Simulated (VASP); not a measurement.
# Cu in VASP: notebook

Runs on Cu. Level: PBEsol. Tasks: single point.

Everything below comes from runs of VASP 6.6.1. Logs are shortened: lines on timing, memory, paths and dates and some standing lists are left out, and cuts for length are marked.

## (1) The cell of the first run

It takes space group P6_3/mmc (No. 194, hexagonal). The conventional cell has a = 2.531 Å, b = 2.531 Å, c = 8.262 Å, α = 90.00°, β = 90.00°, γ = 120.00°. Cu (site symmetry -3m) has 12 Cu at 2.53 Å within 3.3 Å. Within 3.3 Å of Cu (site symmetry -6m2) lie 12 Cu at 2.53 Å.

## (2) Single point, PBEsol

Input file INCAR:

```
  PREC = Accurate
  ENCUT = 520
  EDIFF = 1E-6
  ISMEAR = 1
  SIGMA = 0.1
  LREAL = False
  LASPH = True
  NELM = 100
  ALGO = Normal
  ISIF = 2
  LWAVE = False
  LCHARG = False
  GGA = PS
  NBANDS = 30
```

Input file KPOINTS:

```
regular mesh
0
Gamma
  11 11 3
```

Input file POSCAR:

```
Cu
1.0
    2.5307640000      0.0000000000      0.0000000000
   -1.2653820000      2.1917060000      0.0000000000
    0.0000000000      0.0000000000      8.2618150000
Cu
4
Direct
    0.0000000000      0.0000000000      0.0000000000
    0.3333333333      0.6666666667      0.2500000000
    0.0000000000      0.0000000000      0.5000000000
    0.6666666667      0.3333333333      0.7500000000
```

Potentials or basis: VASP PAW PBE potentials, release 64 (Cu).

Command:

```
$ cat potpaw_PBE.64/Cu/POTCAR > POTCAR
$ mpirun -np 1 vasp_std > vasp.out
```

OUTCAR:

```text
PREC = Accurate
   ENCUT = 520
   EDIFF = 1E-6
   ISMEAR = 1
   LREAL = False
   LASPH = True
   NELM = 100
   ISIF = 2
   GGA = PS

 ion  position               nearest neighbor table
   1  0.000  0.000  0.000-   2 2.53   4 2.53   4 2.53   2 2.53   4 2.53   2 2.53
   2  0.333  0.667  0.250-   1 2.53   3 2.53   1 2.53   3 2.53   1 2.53   3 2.53
   3  0.000  0.000  0.500-   2 2.53   4 2.53   4 2.53   2 2.53   4 2.53   2 2.53
   4  0.667  0.333  0.750-   1 2.53   3 2.53   1 2.53   3 2.53   1 2.53   3 2.53

  LATTYP: Found a hexagonal cell.
 ALAT       =     2.5307640000
 C/A-ratio  =     3.2645537079

  Lattice vectors:

 A1 = (   2.5307640000,   0.0000000000,   0.0000000000)
 A2 = (  -1.2653820000,   2.1917060000,   0.0000000000)
 A3 = (   0.0000000000,   0.0000000000,   8.2618150000)

Analysis of symmetry for initial positions (statically):
=====================================================================
 Subroutine PRICEL returns:
 Original cell was already a primitive cell.

 Routine SETGRP: Setting up the symmetry group for a
 hexagonal supercell.

 Subroutine GETGRP returns: Found 24 space group operations
 (whereof 12 operations were pure point group operations)
 out of a pool of 24 trial point group operations.

The static configuration has the point symmetry D_3d.
 The point group associated with its full space group is D_6h.

Analysis of symmetry for dynamics (positions and initial velocities):
=====================================================================
 Subroutine PRICEL returns:
 Original cell was already a primitive cell.

 Routine SETGRP: Setting up the symmetry group for a
 hexagonal supercell.

 Subroutine GETGRP returns: Found 24 space group operations
 (whereof 12 operations were pure point group operations)
 out of a pool of 24 trial point group operations.

The dynamic configuration has the point symmetry D_3d.
 The point group associated with its full space group is D_6h.

 Subroutine INISYM returns: Found 24 space group operations
 (whereof 12 operations are pure point group operations),
 and found     1 'primitive' translations

----------------------------------------------------------------------------------------

                                     Primitive cell

[... 86 lines left out ...]
   ISTART =      0    job   : 0-new  1-cont  2-samecut
   ICHARG =      2    charge: 1-file 2-atom 10-const
   ISPIN  =      1    spin polarized calculation?
   LNONCOLLINEAR =      F non collinear calculations
   LSORBIT =      F    spin-orbit coupling
   LASPH  =      T    aspherical Exc in radial PAW
   ENCUT  =  520.0 eV  38.22 Ry    6.18 a.u.   4.71  4.71 15.36*2*pi/ulx,y,z
   NELM   =    100;   NELMIN=  2; NELMDL= -5     # of ELM steps
   EDIFF  = 0.1E-05   stopping-criterion for ELM
   LREAL  =      F    real-space projection
   EDIFFG = 0.1E-04   stopping-criterion for IOM
   NSW    =      0    number of steps for IOM
   IBRION =     -1    ionic relax: 0-MD 1-quasi-New 2-CG
   NFREE  =      0    steps in history (QN), initial steepest desc. (CG)
   ISIF   =      2    stress and relaxation
   ISYM   =      2    0-nonsym 1-usesym 2-fastsym
   POTIM  = 0.5000    time-step for ionic-motion
   TEBEG  =    0.0;   TEEND  =   0.0 temperature during run
   PSTRESS=    0.0 pullay stress
   NELECT =      44.0000    total number of electrons
   NUPDOWN=      -1.0000    fix difference up-down
   EMIN   =  10.00;   EMAX   =-10.00  energy-range for DOS
   EFERMI =   0.00;   METHOD = LEGACY
   ISMEAR =     1;   SIGMA  =   0.10  broadening in eV -4-tet -1-fermi 0-gaus
   EFERMI_NEDOS =   21; number of points for ismear=-14 and -15
   IALGO  =     38    algorithm
   IMIX   =      4    mixing-type and parameters
     AMIX     =   0.40;   BMIX     =  1.00
     AMIX_MAG =   1.60;   BMIX_MAG =  1.00
  volume/ion in A,a.u.               =      11.46        77.31
  Fermi-wavevector in a.u.,A,eV,Ry     =   1.615062  3.052025 35.489789  2.608426
  Thomas-Fermi vector in A             =   2.709870
   LORBIT       =      0    0 simple, 1 ext, 2 COOP (PROOUT), +10 PAW based schemes
   GGA     = PS    functional components
   LHFCALC =     F    Hartree Fock is set to
   AEXX    =    0.0000 exact exchange contribution
   IVDW    =     0    specifies the selected vdW correction
   LEPSILON=     F    determine dielectric tensor
   LRPA    =     F    only Hartree local field effects (RPA)
 non-spin polarized calculation
 Methfessel and Paxton  Order N= 1 SIGMA  =   0.10
  energy-cutoff  :      520.00
  volume of cell :       45.83
 maximum number of plane-waves:      1255
 NGX is ok and might be reduce to    20
   NGX =  9   NGY =  9   NGZ = 31

 number of electron      43.9999989 magnetization

 Free energy of the ion-electron system (eV)
  ---------------------------------------------------
  ext. energy  EPLUGINS =         0.00000000
  ---------------------------------------------------
  free energy    TOTEN  =       -17.21283867 eV

  energy without entropy =      -17.21299929  energy(sigma->0) =      -17.21289221

 E-fermi :   7.8547     XC(G=0): -13.0877

 val. band max:        7.8394970051   @ k =   0.2727   0.1818   0.0000
 cond. band min:       7.8971694458   @ k =   0.2727   0.1818   0.0000
 fundamental gap:      0.0576724407
 Fermi energy:         7.8547365391

 k-point     1 :       0.0000    0.0000    0.0000
  band No.  band energies     occupation
      1      -1.8425      2.00000
      2       0.3223      2.00000
      3       0.3250      2.00000
      4       2.5057      2.00000
      5       4.3826      2.00000
      6       4.3882      2.00000
[... 781 lines left out ...]
     29      22.1614      0.00000
     30      22.8434      0.00000

 [... further k-points ...]
[... 5 lines left out ...]
  --------------------------------------------------------------------------------------
  -------------------------------------------------------------------------------------
  Total       -0.5708284     -0.5708285     -0.1024527      0.0000000     -0.0000000      0.0000000
  in kB      -19.9575286    -19.9575301     -3.5819901      0.0000000     -0.0000000      0.0000000
  external PRESSURE =     -14.4990163 kB  Pullay stress =       0.0000000 kB

 VOLUME and BASIS-vectors are now :
 -----------------------------------------------------------------------------
  energy-cutoff  :      520.00
  volume of cell :       45.83
      direct lattice vectors                 reciprocal lattice vectors
     2.530764000  0.000000000  0.000000000     0.395137595  0.228132788  0.000000000
    -1.265382000  2.191706000  0.000000000     0.000000000  0.456265576  0.000000000
     0.000000000  0.000000000  8.261815000     0.000000000  0.000000000  0.121038779

 POSITION                                       TOTAL-FORCE (eV/Angst)
 -----------------------------------------------------------------------------------
      0.00000      0.00000      0.00000         0.000000     -0.000000     -0.000000
     -0.00000      1.46114      2.06545         0.000000      0.000000     -0.000000
      0.00000      0.00000      4.13091         0.000000     -0.000000     -0.000000
      1.26538      0.73057      6.19636        -0.000000     -0.000000      0.000000
 -----------------------------------------------------------------------------------
    total drift:                                0.000000     -0.000000      0.000000

  FREE ENERGIE OF THE ION-ELECTRON SYSTEM (eV)
  ---------------------------------------------------
  free  energy   TOTEN  =       -17.2128386697 eV

  energy  without entropy=      -17.2129992864  energy(sigma->0) =      -17.21289221
```

stdout:

```text
POSCAR found type information on POSCAR Cu
 POSCAR found :  1 types and       4 ions
 scaLAPACK will be used
 -----------------------------------------------------------------------------
|                                                                             |
|                                                                             |
|     You enforced a specific xc type in the INCAR file but a different       |
|     I HOPE YOU KNOW WHAT YOU ARE DOING!                                     |
|                                                                             |
 -----------------------------------------------------------------------------

 LDA part: xc-table for (Slater+PW92), standard interpolation
 POSCAR, INCAR and KPOINTS ok, starting setup
 FFT: planning ... GRIDC
 FFT: planning ... GRID_SOFT
 FFT: planning ... GRID
 WAVECAR not read
 entering main loop
```

Wall time 35 s (1 thread of Intel Xeon Platinum 8488C (Sapphire Rapids), shared host); peak memory 0.17 GiB.

Results:

```yaml
Free_energy: -17.2128 eV
Pressure: -1.4 GPa
Band_gap_on_the_k_mesh: zero (band 22 reaches 10.44 eV, above the bottom of band 23 at 6.01 eV)
```

Stress tensor (GPa, compression positive):
```
-2.00  0.00  0.00
 0.00 -2.00  0.00
 0.00  0.00 -0.36
```

Levels at points of the mesh, in eV from the Fermi level:
```csv
k point,band 19,band 20,band 21,band 22,band 23,band 24,band 25,band 26
"(0.00, 0.00, 0.00)",-2.25,-2.08,-2.08,-1.78,-1.78,-1.20,3.82,12.61
```

Caveat: the PAW data sets were made with another functional, which shifts forces and pressure a little.

## (3) Single point, PBEsol

Input file INCAR:

```
SYSTEM = Cu
PREC     = Accurate       ! precision mode
ENCUT    = 520            ! plane-wave cutoff, eV
EDIFF    = 1E-6           ! SCF threshold, eV
ISMEAR   = 1              ! smearing method
SIGMA    = 0.1            ! smearing width, eV
LREAL    = .FALSE.        ! projectors in reciprocal space
LASPH    = .TRUE.         ! aspherical terms in the spheres
NELM     = 80             ! most SCF steps
ALGO     = Normal         ! electronic algorithm
ISIF     = 2              ! what is computed and relaxed
LWAVE    = .FALSE.        ! write WAVECAR
LCHARG   = .FALSE.        ! write CHGCAR
GGA      = PS             ! functional
NBANDS   = 30             ! bands
```

Input file KPOINTS:

```
regular mesh
0
G
  11 11 3
  0 0 0
```

Edit POSCAR of step 2 so:

```diff
@@ -10,3 +10,3 @@
     0.3333333333      0.6666666667      0.2500000000
-    0.0000000000      0.0000000000      0.5000000000
+   -0.0079027519      0.0000000000      0.5000000000
     0.6666666667      0.3333333333      0.7500000000
```

Potentials or basis: VASP PAW PBE potentials, release 64 (Cu).

Command:

```
$ cat potpaw_PBE.64/Cu/POTCAR > POTCAR
$ mpirun -np 1 vasp_std > vasp.out
```

Wall time 54 s (1 thread of Intel Xeon 6975P-C (Granite Rapids), shared host); peak memory 0.23 GiB.

The run converged. Its results:

```
Free energy            : -17.2125 eV
Pressure               : -1.4 GPa
Largest force          : 0.032 eV/Å
Band gap on the k mesh : zero (band 22 reaches 10.44 eV, above the bottom of band 23 at 6.01 eV)
```

Forces on the atoms (eV/Å):
```
Cu   0.002  0.000  0.000
Cu  -0.017  0.000 -0.001
Cu   0.032  0.000  0.000
Cu  -0.017  0.000  0.001
```

Stress tensor (GPa, compression positive):
```
-2.00  0.00  0.00
 0.00 -2.00  0.01
 0.00  0.01 -0.35
```

Levels at points of the mesh, in eV from the Fermi level:
| k point | band 19 | band 20 | band 21 | band 22 | band 23 | band 24 | band 25 | band 26 |
| --- | --- | --- | --- | --- | --- | --- | --- | --- |
| (0.00, 0.00, 0.00) | -2.25 | -2.08 | -2.08 | -1.78 | -1.78 | -1.20 | 3.82 | 12.61 |

Caveat: the PAW data sets were made with another functional, which shifts forces and pressure a little.

## (4) Single point, PBEsol

Input file INCAR:

```
PREC = Accurate
ENCUT = 520
EDIFF = 1E-7
ISMEAR = 1
SIGMA = 0.1
LREAL = False
LASPH = True
NELM = 100
ALGO = Normal
ISIF = 2
LWAVE = False
LCHARG = True
GGA = PS
LELF = True
LVHAR = True
NBANDS = 30
```

Input file KPOINTS:

```
regular mesh
0
Gamma
  11 11 3
```

Edit POSCAR of step 3 so:

```diff
@@ -10,3 +10,3 @@
     0.3333333333      0.6666666667      0.2500000000
-   -0.0079027519      0.0000000000      0.5000000000
+   -0.0039513759      0.0000000000      0.5000000000
     0.6666666667      0.3333333333      0.7500000000
```

Potentials or basis: VASP PAW PBE potentials, release 64 (Cu).

Command:

```
$ cat potpaw_PBE.64/Cu/POTCAR > POTCAR
$ mpirun -np 1 vasp_std > vasp.out
```

OUTCAR:

```text
PREC = Accurate
   ENCUT = 520
   EDIFF = 1E-7
   ISMEAR = 1
   LREAL = False
   LASPH = True
   NELM = 100
   ISIF = 2
   GGA = PS

 ion  position               nearest neighbor table
   1  0.000  0.000  0.000-   2 2.53   4 2.53   4 2.53   2 2.53   4 2.53   2 2.53
   2  0.333  0.667  0.250-   3 2.53   1 2.53   1 2.53   1 2.53   3 2.53   3 2.54
   3  0.996  0.000  0.500-   4 2.53   2 2.53   2 2.53   4 2.53   2 2.54   4 2.54
   4  0.667  0.333  0.750-   3 2.53   1 2.53   1 2.53   1 2.53   3 2.53   3 2.54

  LATTYP: Found a hexagonal cell.
 ALAT       =     2.5307640000
 C/A-ratio  =     3.2645537079

  Lattice vectors:

 A1 = (   2.5307640000,   0.0000000000,   0.0000000000)
 A2 = (  -1.2653820000,   2.1917060000,   0.0000000000)
 A3 = (   0.0000000000,   0.0000000000,   8.2618150000)

Analysis of symmetry for initial positions (statically):
=====================================================================
 Subroutine PRICEL returns:
 Original cell was already a primitive cell.

 Routine SETGRP: Setting up the symmetry group for a
 hexagonal supercell.

 Subroutine GETGRP returns: Found  2 space group operations
 (whereof  2 operations were pure point group operations)
 out of a pool of 24 trial point group operations.

The static configuration has the point symmetry C_2 .

Analysis of symmetry for dynamics (positions and initial velocities):
=====================================================================
 Subroutine PRICEL returns:
 Original cell was already a primitive cell.

 Routine SETGRP: Setting up the symmetry group for a
 hexagonal supercell.

 Subroutine GETGRP returns: Found  2 space group operations
 (whereof  2 operations were pure point group operations)
 out of a pool of 24 trial point group operations.
[... 113 lines left out ...]
   POTIM  = 0.5000    time-step for ionic-motion
   TEBEG  =    0.0;   TEEND  =   0.0 temperature during run
   PSTRESS=    0.0 pullay stress
   NELECT =      44.0000    total number of electrons
   NUPDOWN=      -1.0000    fix difference up-down
   EMIN   =  10.00;   EMAX   =-10.00  energy-range for DOS
   EFERMI =   0.00;   METHOD = LEGACY
   ISMEAR =     1;   SIGMA  =   0.10  broadening in eV -4-tet -1-fermi 0-gaus
   EFERMI_NEDOS =   21; number of points for ismear=-14 and -15
   IALGO  =     38    algorithm
   IMIX   =      4    mixing-type and parameters
     AMIX     =   0.40;   BMIX     =  1.00
     AMIX_MAG =   1.60;   BMIX_MAG =  1.00
  volume/ion in A,a.u.               =      11.46        77.31
  Fermi-wavevector in a.u.,A,eV,Ry     =   1.615062  3.052025 35.489789  2.608426
  Thomas-Fermi vector in A             =   2.709870
   LORBIT       =      0    0 simple, 1 ext, 2 COOP (PROOUT), +10 PAW based schemes
   GGA     = PS    functional components
   LHFCALC =     F    Hartree Fock is set to
   AEXX    =    0.0000 exact exchange contribution
   IVDW    =     0    specifies the selected vdW correction
   LEPSILON=     F    determine dielectric tensor
   LRPA    =     F    only Hartree local field effects (RPA)
 non-spin polarized calculation
 Methfessel and Paxton  Order N= 1 SIGMA  =   0.10
  energy-cutoff  :      520.00
  volume of cell :       45.83
 maximum number of plane-waves:      1255
   NGX =  9   NGY =  9   NGZ = 31

 number of electron      43.9999986 magnetization

 Free energy of the ion-electron system (eV)
  ---------------------------------------------------
  ext. energy  EPLUGINS =         0.00000000
  ---------------------------------------------------
  free energy    TOTEN  =       -17.21275500 eV

  energy without entropy =      -17.21291479  energy(sigma->0) =      -17.21280826

 E-fermi :   7.8548     XC(G=0): -13.0877

 val. band max:        7.8395901850   @ k =  -0.1818   0.4545   0.0000
 cond. band min:       7.8972808507   @ k =  -0.1818   0.4545   0.0000
 fundamental gap:      0.0576906657
 Fermi energy:         7.8548489559

 k-point     1 :       0.0000    0.0000    0.0000
  band No.  band energies     occupation
      1      -1.8425      2.00000
      2       0.3224      2.00000
      3       0.3251      2.00000
      4       2.5058      2.00000
      5       4.3826      2.00000
      6       4.3882      2.00000
[... 781 lines left out ...]
     29      18.1392      0.00000
     30      18.3462      0.00000

 [... further k-points ...]
[... 5 lines left out ...]
  --------------------------------------------------------------------------------------
  -------------------------------------------------------------------------------------
  Total       -0.6134938     -0.6133484     -0.1446892      0.0000000      0.0004835      0.0000000
  in kB      -21.4492120    -21.4441272     -5.0586820      0.0000000      0.0169041      0.0000000
  external PRESSURE =     -15.9840071 kB  Pullay stress =       0.0000000 kB

 VOLUME and BASIS-vectors are now :
 -----------------------------------------------------------------------------
  energy-cutoff  :      520.00
  volume of cell :       45.83
      direct lattice vectors                 reciprocal lattice vectors
     2.530764000  0.000000000  0.000000000     0.395137595  0.228132788  0.000000000
    -1.265382000  2.191706000  0.000000000     0.000000000  0.456265576  0.000000000
     0.000000000  0.000000000  8.261815000     0.000000000  0.000000000  0.121038779

 POSITION                                       TOTAL-FORCE (eV/Angst)
 -----------------------------------------------------------------------------------
      0.00000      0.00000      0.00000         0.000729      0.000000      0.000000
     -0.00000      1.46114      2.06545        -0.008507     -0.000114     -0.000190
      2.52076      0.00000      4.13091         0.016285      0.000000      0.000000
      1.26538      0.73057      6.19636        -0.008507      0.000114      0.000190
 -----------------------------------------------------------------------------------
    total drift:                                0.000506     -0.000001     -0.000000

  FREE ENERGIE OF THE ION-ELECTRON SYSTEM (eV)
  ---------------------------------------------------
  free  energy   TOTEN  =       -17.2127550003 eV

  energy  without entropy=      -17.2129147885  energy(sigma->0) =      -17.21280826
```

stdout:

```text
POSCAR found type information on POSCAR Cu
 POSCAR found :  1 types and       4 ions
 scaLAPACK will be used
 -----------------------------------------------------------------------------
|                                                                             |
|                                                                             |
|     You enforced a specific xc type in the INCAR file but a different       |
|     I HOPE YOU KNOW WHAT YOU ARE DOING!                                     |
|                                                                             |
 -----------------------------------------------------------------------------

 LDA part: xc-table for (Slater+PW92), standard interpolation
 POSCAR, INCAR and KPOINTS ok, starting setup
 FFT: planning ... GRIDC
 FFT: planning ... GRID_SOFT
 FFT: planning ... GRID
 WAVECAR not read
 entering main loop
```

Run time: 59 s. Hardware: 1 thread of Intel Xeon 6975P-C (Granite Rapids), shared host; peak memory 0.23 GiB.

Results:

- Free energy: -17.2128 eV
- Pressure: -1.6 GPa
- Largest force: 0.016 eV/Å
- Band gap on the k mesh: zero (band 22 reaches 10.44 eV, above the bottom of band 23 at 6.01 eV)

Forces on the atoms (eV/Å):
```
Cu   0.001  0.000  0.000
Cu  -0.009  0.000  0.000
Cu   0.016  0.000  0.000
Cu  -0.009  0.000  0.000
```

Caveat: the PAW data sets were made with another functional, which shifts forces and pressure a little.

(Part 1 of 2 ends here.)
